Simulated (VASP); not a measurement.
# Ni (Fm-3m) in VASP: a series of runs, part 2 of 2

VASP 6.6.1. The steps go on from the part before.

### 3 Relaxation of cell and atoms, LDA, collinear spin, ferromagnetic start

This run uses another cell than the first one, of 10.94 Å³/atom, 1.089 times its volume.

INCAR

```
PREC = Accurate
ENCUT = 600
EDIFF = 1E-6
ISMEAR = -1
SIGMA = 0.1
LREAL = False
LASPH = True
NELM = 150
ALGO = Normal
ISIF = 3
LWAVE = False
LCHARG = False
ISPIN = 2
MAGMOM = 1.5
LORBIT = 11
LMAXMIX = 4
IBRION = 2
NSW = 80
EDIFFG = -0.01
```

KPOINTS

```
regular mesh
0
Gamma
  21 21 21
```

POSCAR

```
Ni
1.0
    0.0000000000      1.7619400000      1.7619400000
    1.7619400000      0.0000000000      1.7619400000
    1.7619400000      1.7619400000      0.0000000000
Ni
1
Direct
    0.0000000000      0.0000000000      0.0000000000
```

Potentials or basis: VASP PAW LDA potentials, release 64 (Ni).

On the command line:

```sh
cat potpaw_LDA.64/Ni/POTCAR > POTCAR
mpirun -np 1 vasp_std > vasp.out
```

OUTCAR:

```text
PREC = Accurate
   ENCUT = 600
   EDIFF = 1E-6
   ISMEAR = -1
   LREAL = False
   LASPH = True
   NELM = 150
   ISIF = 3
   ISPIN = 2
   LORBIT = 11
   IBRION = 2
   NSW = 80
   EDIFFG = -0.01

 ion  position               nearest neighbor table
   1  0.000  0.000  0.000-

  LATTYP: Found a face centered cubic cell.
 ALAT       =     3.5238800000

  Lattice vectors:

 A1 = (   0.0000000000,   1.7619400000,   1.7619400000)
 A2 = (   1.7619400000,   0.0000000000,   1.7619400000)
 A3 = (   1.7619400000,   1.7619400000,   0.0000000000)

Analysis of symmetry for initial positions (statically):
=====================================================================
 Subroutine PRICEL returns:
 Original cell was already a primitive cell.

 Routine SETGRP: Setting up the symmetry group for a
 face centered cubic supercell.

 Subroutine GETGRP returns: Found 48 space group operations
 (whereof 48 operations were pure point group operations)
 out of a pool of 48 trial point group operations.

The static configuration has the point symmetry O_h .

Analysis of symmetry for dynamics (positions and initial velocities):
=====================================================================
 Subroutine PRICEL returns:
 Original cell was already a primitive cell.

 Routine SETGRP: Setting up the symmetry group for a
 face centered cubic supercell.

 Subroutine GETGRP returns: Found 48 space group operations
[... 161 lines left out ...]
  free energy    TOTEN  =        -6.55370739 eV

  energy without entropy =       -6.49556058  energy(sigma->0) =       -6.52463399

 E-fermi :   8.9313     XC(G=0): -13.5794

 val. band max:        8.9286073336   @ k =  -0.3810   0.2381   0.0476
 cond. band min:       8.9315778505   @ k =   0.4286   0.2381   0.0476
 fundamental gap:      0.0029705168
 Fermi energy:         8.9312507141

 spin component 1

 k-point     1 :       0.0000    0.0000    0.0000
  band No.  band energies     occupation
      1       0.0030      1.00000
      2       6.6390      1.00000
      3       6.6390      1.00000
      4       6.6390      1.00000
      5       7.7717      0.99999
      6       7.7717      0.99999
      7      32.6869      0.00000
      8      36.3920      0.00000
      9      36.3920      0.00000
     10      36.3920      0.00000
[... 719 lines left out ...]
--------------------------------------- Ionic step        4  -------------------------------------------

 number of electron       9.9999993 magnetization       0.5461262

 Free energy of the ion-electron system (eV)
  ---------------------------------------------------
  ext. energy  EPLUGINS =         0.00000000
  ---------------------------------------------------
  free energy    TOTEN  =        -6.60779182 eV

  energy without entropy =       -6.55383492  energy(sigma->0) =       -6.58081337

 E-fermi :  10.2120     XC(G=0): -14.0986

 val. band max:       10.2067599227   @ k =   0.4286   0.3333   0.0476
 cond. band min:      10.2140476120   @ k =  -0.3810   0.1429   0.0476
 fundamental gap:      0.0072876893
 Fermi energy:        10.2119755312

 spin component 1

 k-point     1 :       0.0000    0.0000    0.0000
  band No.  band energies     occupation
      1       0.6720      1.00000
      2       7.6977      1.00000
      3       7.6977      1.00000
      4       7.6977      1.00000
      5       8.9844      1.00000
      6       8.9844      1.00000
      7      34.6858      0.00000
      8      39.0894      0.00000
      9      39.0894      0.00000
     10      39.0894      0.00000
[... 643 lines left out ...]
  FREE ENERGIE OF THE ION-ELECTRON SYSTEM (eV)
  ---------------------------------------------------
  free  energy   TOTEN  =        -6.6077918151 eV

  energy  without entropy=       -6.5538349189  energy(sigma->0) =       -6.58081337

 reached required accuracy - stopping structural energy minimisation

 total charge

# of ion       s       p       d       tot
------------------------------------------
    1        0.535   0.571   8.369   9.475

 magnetization (x)

# of ion       s       p       d       tot
------------------------------------------
    1       -0.005  -0.017   0.568   0.546
```

OSZICAR:

```text
N       E                     dE             d eps       ncg     rms          rms(c)
DAV:   1     0.291963756647E+02    0.29196E+02   -0.52498E+03 11660   0.145E+03
DAV:   2    -0.678133943885E+01   -0.35978E+02   -0.34204E+02 11638   0.183E+02
[... 33 lines left out ...]
DAV:   1    -0.660831128027E+01   -0.54436E-03   -0.79388E-03 12280   0.148E+00    0.191E-01
DAV:   2    -0.660794938693E+01    0.36189E-03   -0.70619E-03 12638   0.124E+00    0.922E-02
DAV:   3    -0.660780495350E+01    0.14443E-03   -0.10164E-03 12456   0.497E-01    0.302E-02
DAV:   4    -0.660779295535E+01    0.11998E-04   -0.90573E-06 13000   0.241E-02    0.169E-02
DAV:   5    -0.660779174685E+01    0.12085E-05   -0.22412E-06  7260   0.108E-02    0.312E-03
DAV:   6    -0.660779181512E+01   -0.68266E-07   -0.14413E-07  5766   0.415E-03
   4 F= -.66077918E+01 E0= -.65808134E+01  d E =-.540844E-01  mag=     0.5462
```

CONTCAR:

```text
Ni
   1.00000000000000
     0.0000000000000000    1.7119219360413080    1.7119219360413080
     1.7119219360413080   -0.0000000000000000    1.7119219360413080
     1.7119219360413080    1.7119219360413080    0.0000000000000000
  Ni
     1
Direct
     0.0000000000000000    0.0000000000000000    1.0000000000000000

  0.00000000E+00  0.00000000E+00  0.00000000E+00
```

Wall time 5 min (1 thread of AMD EPYC 7R13, shared host); peak memory 0.16 GiB.

Results:

```
Free energy                                           : -6.6078 eV
Relaxed volume                                        : 10.03 Å³/atom
Relaxed cell                                          : a = 2.421 Å, b = 2.421 Å, c = 2.421 Å, α = 60.00°, β = 60.00°, γ = 60.00°
Space group after relaxing (to 0.05 Å)                : Fm-3m (No. 225)
Energy gained by relaxing                             : 54.1 meV/atom
Ionic steps                                           : 4
Pressure after relaxing                               : 0.0 GPa
Net moment                                            : 0.55 μB per cell
Site moments                                          : Ni +0.55 μB
Valence electrons inside the program's atomic spheres : Ni 9.47
```

The path:
| step | energy change (eV) | largest force (eV/Å) | pressure (GPa) | volume (Å³) |
| --- | --- | --- | --- | --- |
| 1 | 0.0000 | 0.0000 | -17.42 | 10.94 |
| 2 | 0.0169 | 0.0000 | 28.14 | 9.16 |
| 3 | -0.0541 | 0.0000 | -0.36 | 10.05 |
| 4 | -0.0541 | 0.0000 | -0.02 | 10.03 |

Final structure:
```yaml
crystal:
  lattice:
    - [0.00000, 1.71192, 1.71192]
    - [1.71192, 0.00000, 1.71192]
    - [1.71192, 1.71192, 0.00000]
  atoms:
    - { symbol: Ni, position: [0.00000, 0.00000, 0.00000] }
```

Levels at points of the mesh, in eV from the Fermi level:
Spin up:
```csv
k point,band 3,band 4,band 5,band 6,band 7,band 8
"(0.00, 0.00, 0.00)",-2.51,-2.51,-1.23,-1.23,24.47,28.88
```
Spin down:
| k point | band 2 | band 3 | band 4 | band 5 | band 6 | band 7 | band 8 | band 9 |
| --- | --- | --- | --- | --- | --- | --- | --- | --- |
| (0.00, 0.00, 0.00) | -1.96 | -1.96 | -1.96 | -0.71 | -0.71 | 24.47 | 28.92 | 28.92 |
